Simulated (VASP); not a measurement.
# AlN (P2_1/m) in VASP: a series of runs, part 2 of 3

VASP 6.6.1. Earlier steps stand in the parts before.

## Step 3: Single point, PBEsol

INCAR reads:

```
SYSTEM = AlN
PREC     = Accurate       ! precision mode
ENCUT    = 520            ! plane-wave cutoff, eV
EDIFF    = 1E-6           ! SCF threshold, eV
ISMEAR   = 0              ! smearing method
SIGMA    = 0.05           ! smearing width, eV
LREAL    = .False.        ! projectors in reciprocal space
LASPH    = .True.         ! aspherical terms in the spheres
NELM     = 80             ! most SCF steps
ALGO     = Normal         ! electronic algorithm
ISIF     = 2              ! what is computed and relaxed
LWAVE    = .False.        ! write WAVECAR
LCHARG   = .False.        ! write CHGCAR
GGA      = PS             ! functional
NBANDS   = 16             ! bands
```

KPOINTS reads:

```
regular mesh
0
Gamma
  12 12 6
  0 0 0
```

POSCAR reads:

```
AlN
1.0
    3.3121200000     -0.0248409000      0.0000000000
   -1.6775728500      2.8808004500      0.0000000000
    0.0000000000      0.0000000000      4.1875600000
Al N
2 2
Direct
    0.3333333333      0.6666666667      0.7500000000
    0.6666666667      0.3333333333      0.2500000000
    0.3333333333      0.6666666667      0.2500000000
    0.6666666667      0.3333333333      0.7500000000
```

Potentials or basis: VASP PAW PBE potentials, release 64 (Al, N).

Launch:

```bash
$ cat potpaw_PBE.64/Al/POTCAR potpaw_PBE.64/N/POTCAR > POTCAR
$ mpirun -np 1 vasp_std > vasp.out
```

OUTCAR:

```text
SYSTEM = AlN
   PREC = Accurate
   ENCUT = 520
   EDIFF = 1E-6
   ISMEAR = 0
   LREAL = .False.
   LASPH = .True.
   NELM = 80
   ISIF = 2
   GGA = PS

 ion  position               nearest neighbor table
   1  0.333  0.667  0.750-   4 1.90   4 1.91   4 1.92   3 2.09   3 2.09   2 2.83   2 2.83   2 2.84
                             2 2.84   2 2.84   2 2.84
   2  0.667  0.333  0.250-   3 1.90   3 1.91   3 1.92   4 2.09   4 2.09   1 2.83   1 2.83   1 2.84
                             1 2.84   1 2.84   1 2.84
   3  0.333  0.667  0.250-   2 1.90   2 1.91   2 1.92   1 2.09   1 2.09
   4  0.667  0.333  0.750-   1 1.90   1 1.91   1 1.92   2 2.09   2 2.09

  LATTYP: Found a simple monoclinic cell.
 ALAT       =     3.2906305379
 B/A-ratio  =     1.2725706979
 C/A-ratio  =     1.0065588081
 COS(beta)  =    -0.4902045573

  Lattice vectors:

 A1 = (   1.6345471500,   2.8559595500,   0.0000000000)
 A2 = (   0.0000000000,   0.0000000000,  -4.1875600000)
 A3 = (  -3.3121200000,   0.0248409000,   0.0000000000)

Analysis of symmetry for initial positions (statically):
=====================================================================
 Subroutine PRICEL returns:
 Original cell was already a primitive cell.

 Routine SETGRP: Setting up the symmetry group for a
 simple monoclinic supercell.

 Subroutine GETGRP returns: Found  4 space group operations
 (whereof  2 operations were pure point group operations)
 out of a pool of  4 trial point group operations.

The static configuration has the point symmetry S_2 .
 The point group associated with its full space group is C_2h.

Analysis of symmetry for dynamics (positions and initial velocities):
=====================================================================
 Subroutine PRICEL returns:
 Original cell was already a primitive cell.

 Routine SETGRP: Setting up the symmetry group for a
 simple monoclinic supercell.

 Subroutine GETGRP returns: Found  4 space group operations
 (whereof  2 operations were pure point group operations)
 out of a pool of  4 trial point group operations.

[... 129 lines left out ...]
   LORBIT       =      0    0 simple, 1 ext, 2 COOP (PROOUT), +10 PAW based schemes
   GGA     = PS    functional components
   LHFCALC =     F    Hartree Fock is set to
   AEXX    =    0.0000 exact exchange contribution
   IVDW    =     0    specifies the selected vdW correction
   LEPSILON=     F    determine dielectric tensor
   LRPA    =     F    only Hartree local field effects (RPA)
 non-spin polarized calculation
 Gauss-broadening in eV      SIGMA  =   0.05
  energy-cutoff  :      520.00
  volume of cell :       39.78
 maximum number of plane-waves:      1088
 NGX is ok and might be reduce to    28
   NGX = 13   NGY = 13   NGZ = 15

 number of electron      15.9999999 magnetization

 Free energy of the ion-electron system (eV)
  ---------------------------------------------------
  ext. energy  EPLUGINS =         0.00000000
  ---------------------------------------------------
  free energy    TOTEN  =       -30.93314636 eV

  energy without entropy =      -30.93314636  energy(sigma->0) =      -30.93314636

 E-fermi :   8.1171     XC(G=0): -11.3532

 val. band max:        7.8599416826   @ k =   0.0000   0.0000   0.0000
 cond. band min:      11.0461476700   @ k =   0.0000   0.0000   0.0000
 fundamental gap:      3.1862059874
 Fermi energy:         8.1170987349

 k-point     1 :       0.0000    0.0000    0.0000
  band No.  band energies     occupation
      1      -8.9061      2.00000
      2      -5.2330      2.00000
      3       0.9377      2.00000
      4       4.5473      2.00000
      5       4.6073      2.00000
      6       6.2117      2.00000
[... 433 lines left out ...]
      3       1.4886      2.00000
      4       2.9080      2.00000
      5       3.0573      2.00000
      6       3.8709      2.00000
[... 8 lines left out ...]
     15      20.4334      0.00000
     16      20.5671      0.00000

 [... further k-points ...]

------------------------ aborting loop because EDIFF is reached ----------------------------------------

  FORCE on cell =-STRESS in cart. coord.  units (eV):
  Direction    XX          YY          ZZ          XY          YZ          ZX
  --------------------------------------------------------------------------------------
  -------------------------------------------------------------------------------------
  Total       -0.7801005     -0.7889438     -1.0253392      0.6165431      0.0000000      0.0000000
  in kB      -31.4182343    -31.7743960    -41.2951261     24.8310255      0.0000000      0.0000000
  external PRESSURE =     -34.8292522 kB  Pullay stress =       0.0000000 kB

 VOLUME and BASIS-vectors are now :
 -----------------------------------------------------------------------------
  energy-cutoff  :      520.00
  volume of cell :       39.78
      direct lattice vectors                 reciprocal lattice vectors
     3.312120000 -0.024840900  0.000000000     0.303245844  0.176588765  0.000000000
    -1.677572850  2.880800450  0.000000000     0.002614863  0.348648454  0.000000000
     0.000000000  0.000000000  4.187560000     0.000000000  0.000000000  0.238802549

 POSITION                                       TOTAL-FORCE (eV/Angst)
 -----------------------------------------------------------------------------------
     -0.01434      1.91225      3.14067         0.161689      0.005082      0.000000
      1.64889      0.94371      1.04689        -0.161689     -0.005082      0.000000
     -0.01434      1.91225      1.04689         0.199713      0.005058      0.000000
      1.64889      0.94371      3.14067        -0.199713     -0.005058      0.000000
 -----------------------------------------------------------------------------------
    total drift:                                0.000000     -0.000000     -0.000000

  FREE ENERGIE OF THE ION-ELECTRON SYSTEM (eV)
  ---------------------------------------------------
  free  energy   TOTEN  =       -30.9331463585 eV

  energy  without entropy=      -30.9331463585  energy(sigma->0) =      -30.93314636
```

OSZICAR:

```text
N       E                     dE             d eps       ncg     rms          rms(c)
DAV:   1     0.402918205987E+02    0.40292E+02   -0.72978E+03  9496   0.899E+02
DAV:   2    -0.317985674711E+02   -0.72090E+02   -0.65543E+02 13896   0.188E+02
DAV:   3    -0.351122357661E+02   -0.33137E+01   -0.33010E+01 11408   0.412E+01
DAV:   4    -0.351321165013E+02   -0.19881E-01   -0.19879E-01 11704   0.358E+00
DAV:   5    -0.351323765211E+02   -0.26002E-03   -0.26002E-03 11296   0.413E-01    0.112E+01
DAV:   6    -0.310050191029E+02    0.41274E+01   -0.81411E+00 12144   0.213E+01    0.393E+00
DAV:   7    -0.309749378088E+02    0.30081E-01   -0.64586E-01 10448   0.554E+00    0.279E+00
DAV:   8    -0.309406054206E+02    0.34332E-01   -0.98184E-02 10304   0.255E+00    0.846E-01
DAV:   9    -0.309328592893E+02    0.77461E-02   -0.18229E-02 12568   0.105E+00    0.271E-01
DAV:  10    -0.309332420991E+02   -0.38281E-03   -0.21025E-03 10760   0.310E-01    0.174E-01
DAV:  11    -0.309331486752E+02    0.93424E-04   -0.13187E-04 11536   0.879E-02    0.413E-02
DAV:  12    -0.309331470332E+02    0.16420E-05   -0.63686E-06 11200   0.203E-02    0.998E-03
DAV:  13    -0.309331463585E+02    0.67464E-06   -0.26671E-06 11192   0.123E-02
   1 F= -.30933146E+02 E0= -.30933146E+02  d E =-.106162E-15
```

It took 2 min on 1 thread of Intel Xeon Platinum 8488C (Sapphire Rapids), shared host; peak memory 0.27 GiB.

What came out:

```
Free energy            : -30.9331 eV
Pressure               : -3.5 GPa
Largest force          : 0.200 eV/Å
Band gap on the k mesh : 3.19 eV
```

Forces on the atoms (eV/Å):
```
Al   0.162  0.005  0.000
Al  -0.162 -0.005  0.000
N    0.200  0.005  0.000
N   -0.200 -0.005  0.000
```

Caveat: the cell stands under tension; the PAW data sets were made with another functional, which shifts forces and pressure a little.

(Part 2 of 3 ends here.)
